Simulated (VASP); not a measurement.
# TePt2 (P6/mmm) in VASP: further runs, part 2 of 2

VASP 6.6.1. Earlier steps stand in the parts before.

## (3) Relaxation of cell and atoms, PBE

This run uses another cell than the first one, of 21.34 Å³/atom.

INCAR reads:

```
  PREC = Accurate
  ENCUT = 600
  EDIFF = 1E-6
  ISMEAR = 0
  SIGMA = 0.1
  LREAL = F
  LASPH = T
  NELM = 60
  ALGO = Normal
  ISIF = 3
  LWAVE = F
  LCHARG = F
  GGA = PE
  IBRION = 2
  NSW = 90
  EDIFFG = -0.04
```

KPOINTS reads:

```
regular mesh
0
Gamma
  6 6 6
```

POSCAR reads:

```
TePt2
1.0
    4.8809980541      0.0000000000      0.0000000000
   -2.4404990271      4.2270683108      0.0000000000
    0.0000000000      0.0000000000      3.1028043398
Te Pt
1 2
Direct
    0.0000000000      0.0000000000      0.0000000000
    0.3333333333      0.6666666667      0.5000000000
    0.6666666667      0.3333333333      0.5000000000
```

Potentials or basis: VASP PAW PBE potentials, release 64 (Te, Pt).

Started as:

```console
$ cat potpaw_PBE.64/Te/POTCAR potpaw_PBE.64/Pt/POTCAR > POTCAR
$ mpirun -np 1 vasp_std > vasp.out
```

OUTCAR:

```text
PREC = Accurate
   ENCUT = 600
   EDIFF = 1E-6
   ISMEAR = 0
   LREAL = F
   LASPH = T
   NELM = 60
   ISIF = 3
   GGA = PE
   IBRION = 2
   NSW = 90
   EDIFFG = -0.04

 ion  position               nearest neighbor table
   1  0.000  0.000  0.000-   2 3.22   3 3.22   2 3.22   3 3.22   3 3.22   3 3.22   2 3.22   2 3.22
                             3 3.22   3 3.22   2 3.22   2 3.22
   2  0.333  0.667  0.500-   3 2.82   3 2.82   3 2.82   1 3.22   1 3.22   1 3.22   1 3.22   1 3.22
                             1 3.22
   3  0.667  0.333  0.500-   2 2.82   2 2.82   2 2.82   1 3.22   1 3.22   1 3.22   1 3.22   1 3.22
                             1 3.22

  LATTYP: Found a hexagonal cell.
 ALAT       =     4.8809980541
 C/A-ratio  =     0.6356905505

  Lattice vectors:

 A1 = (   4.8809980541,   0.0000000000,   0.0000000000)
 A2 = (  -2.4404990271,   4.2270683108,   0.0000000000)
 A3 = (   0.0000000000,   0.0000000000,   3.1028043398)

Analysis of symmetry for initial positions (statically):
=====================================================================
 Subroutine PRICEL returns:
 Original cell was already a primitive cell.

 Routine SETGRP: Setting up the symmetry group for a
 hexagonal supercell.

 Subroutine GETGRP returns: Found 24 space group operations
 (whereof 24 operations were pure point group operations)
 out of a pool of 24 trial point group operations.

The static configuration has the point symmetry D_6h.

Analysis of symmetry for dynamics (positions and initial velocities):
=====================================================================
 Subroutine PRICEL returns:
 Original cell was already a primitive cell.

 Routine SETGRP: Setting up the symmetry group for a
 hexagonal supercell.

 Subroutine GETGRP returns: Found 24 space group operations
 (whereof 24 operations were pure point group operations)
 out of a pool of 24 trial point group operations.

The dynamic configuration has the point symmetry D_6h.

 Subroutine INISYM returns: Found 24 space group operations
 (whereof 24 operations are pure point group operations),
 and found     1 'primitive' translations

[... 122 lines left out ...]
   LHFCALC =     F    Hartree Fock is set to
   AEXX    =    0.0000 exact exchange contribution
   IVDW    =     0    specifies the selected vdW correction
   LEPSILON=     F    determine dielectric tensor
   LRPA    =     F    only Hartree local field effects (RPA)
 conjugate gradient relaxation of ions
 non-spin polarized calculation
 Gauss-broadening in eV      SIGMA  =   0.10
  energy-cutoff  :      600.00
  volume of cell :       64.02
 maximum number of plane-waves:      2154
 NGX is ok and might be reduce to    40
   NGX = 19   NGY = 19   NGZ = 13

--------------------------------------- Ionic step        1  -------------------------------------------

 number of electron      26.0000000 magnetization

 Free energy of the ion-electron system (eV)
  ---------------------------------------------------
  ext. energy  EPLUGINS =         0.00000000
  ---------------------------------------------------
  free energy    TOTEN  =       -14.06230141 eV

  energy without entropy =      -14.04153327  energy(sigma->0) =      -14.05191734

------------------------ aborting loop because EDIFF is reached ----------------------------------------

  FORCE on cell =-STRESS in cart. coord.  units (eV):
  Direction    XX          YY          ZZ          XY          YZ          ZX
  --------------------------------------------------------------------------------------
  -------------------------------------------------------------------------------------
  Total       -5.5428029     -5.5428029     -4.9304408      0.0000000     -0.0000000     -0.0000000
  in kB     -138.7195673   -138.7195673   -123.3939983      0.0000000     -0.0000000     -0.0000000
  external PRESSURE =    -133.6110443 kB  Pullay stress =       0.0000000 kB
[... 61 lines left out ...]
--------------------------------------- Ionic step        3  -------------------------------------------

 number of electron      26.0000001 magnetization

 E-fermi :   9.9501     XC(G=0): -12.0766

 val. band max:        9.9418217021   @ k =   0.3333   0.1667   0.5000
 cond. band min:       9.9535457482   @ k =   0.1667   0.1667   0.1667
 fundamental gap:      0.0117240461
 Fermi energy:         9.9500635497

 k-point     1 :       0.0000    0.0000    0.0000
  band No.  band energies     occupation
      1      -4.0170      2.00000
      2       4.3034      2.00000
      3       4.3034      2.00000
      4       5.3501      2.00000
      5       6.4775      2.00000
      6       6.6762      2.00000
[... 655 lines left out ...]
--------------------------------------- Ionic step        8  -------------------------------------------

 number of electron      26.0000001 magnetization

 Free energy of the ion-electron system (eV)
  ---------------------------------------------------
  ext. energy  EPLUGINS =         0.00000000
  ---------------------------------------------------
  free energy    TOTEN  =       -14.41870363 eV

  energy without entropy =      -14.40031781  energy(sigma->0) =      -14.40951072

 E-fermi :  10.0788     XC(G=0): -12.1319

 val. band max:       10.0679284958   @ k =   0.1667   0.1667   0.1667
 cond. band min:      10.0796372705   @ k =   0.3333   0.3333   0.3333
 fundamental gap:      0.0117087747
 Fermi energy:        10.0787723623

 k-point     1 :       0.0000    0.0000    0.0000
  band No.  band energies     occupation
      1      -4.0083      2.00000
      2       4.3428      2.00000
      3       4.3428      2.00000
      4       5.3648      2.00000
      5       6.4635      2.00000
      6       6.7924      2.00000
[... 501 lines left out ...]
  FREE ENERGIE OF THE ION-ELECTRON SYSTEM (eV)
  ---------------------------------------------------
  free  energy   TOTEN  =       -14.4187036278 eV

  energy  without entropy=      -14.4003178123  energy(sigma->0) =      -14.40951072

 reached required accuracy - stopping structural energy minimisation
```

OSZICAR:

```text
N       E                     dE             d eps       ncg     rms          rms(c)
DAV:   1     0.137857221119E+03    0.13786E+03   -0.13178E+04   952   0.154E+03
DAV:   2    -0.102092449476E+02   -0.14807E+03   -0.14435E+03  1208   0.269E+02
DAV:   3    -0.144575721696E+02   -0.42483E+01   -0.41684E+01  1185   0.430E+01
[... 73 lines left out ...]
DAV:   1    -0.144187244095E+02   -0.20675E-04   -0.96021E-04   958   0.226E-01    0.298E-02
DAV:   2    -0.144187087681E+02    0.15641E-04   -0.42197E-05  1004   0.482E-02    0.119E-02
DAV:   3    -0.144187049489E+02    0.38192E-05   -0.89678E-06  1019   0.208E-02    0.676E-03
DAV:   4    -0.144187036207E+02    0.13283E-05   -0.32492E-06   748   0.117E-02    0.264E-03
DAV:   5    -0.144187036278E+02   -0.70818E-08   -0.23062E-07   476   0.331E-03
   8 F= -.14418704E+02 E0= -.14409511E+02  d E =-.717495E-02
```

CONTCAR:

```text
TePt2
   1.00000000000000
     4.7022754793175947    0.0000000000021642    0.0000000000000000
    -2.3511377397050928    4.0722900207934201   -0.0000000000000000
     0.0000000000000000   -0.0000000000000000    2.9433013487521236
  Te              Pt
     1     2
Direct
     0.0000000000000000    0.0000000000000000    1.0000000000000000
     0.3333333332999970    0.6666666667000030    0.5000000000000000
     0.6666666667000030    0.3333333332999970    0.5000000000000000

  0.00000000E+00  0.00000000E+00  0.00000000E+00
  0.00000000E+00  0.00000000E+00  0.00000000E+00
  0.00000000E+00  0.00000000E+00  0.00000000E+00
```

Run time: 1.8 min. Hardware: 1 thread of AMD EPYC 9R45 (Zen 5), shared host; peak memory 0.2 GiB.

What came out:

| Property | Result |
| --- | --- |
| Free energy | -14.4187 eV |
| Relaxed volume | 18.79 Å³/atom |
| Relaxed cell | a = 4.702 Å, b = 4.702 Å, c = 2.943 Å, α = 90.00°, β = 90.00°, γ = 120.00° |
| Space group after relaxing (to 0.1 Å) | P6/mmm (No. 191) |
| Energy gained by relaxing | 118.8 meV/atom |
| Ionic steps | 8 |
| Pressure after relaxing | 0.3 GPa |
| Band gap on the k mesh | zero (bands 13 and 14 overlap by 1.87 eV) |

The path:
```
step  energy change (eV)  largest force (eV/Å)  pressure (GPa)  volume (Å³)
   1              0.0000                0.0000          -13.36        64.02
   2              0.3353                0.0000           32.38        48.90
   3             -0.3488                0.0000           -0.68        56.92
   4             -0.3492                0.0000           -0.24        56.75
   5             -0.3492                0.0000            0.13        56.61
   6             -0.3558                0.0000            0.25        56.43
   7             -0.3564                0.0000            0.30        56.37
   8             -0.3564                0.0000            0.31        56.36
```

Final structure:
```xyz
3
Lattice="4.7023 0.0000 0.0000 -2.3511 4.0723 0.0000 0.0000 0.0000 2.9433" Properties=species:S:1:pos:R:3 pbc="T T T"
Te    0.0000    0.0000    2.9433
Pt    0.0000    2.7149    1.4717
Pt    2.3511    1.3574    1.4717
```

Caveat: spin-orbit coupling is left out, which moves the levels of the heavy elements.
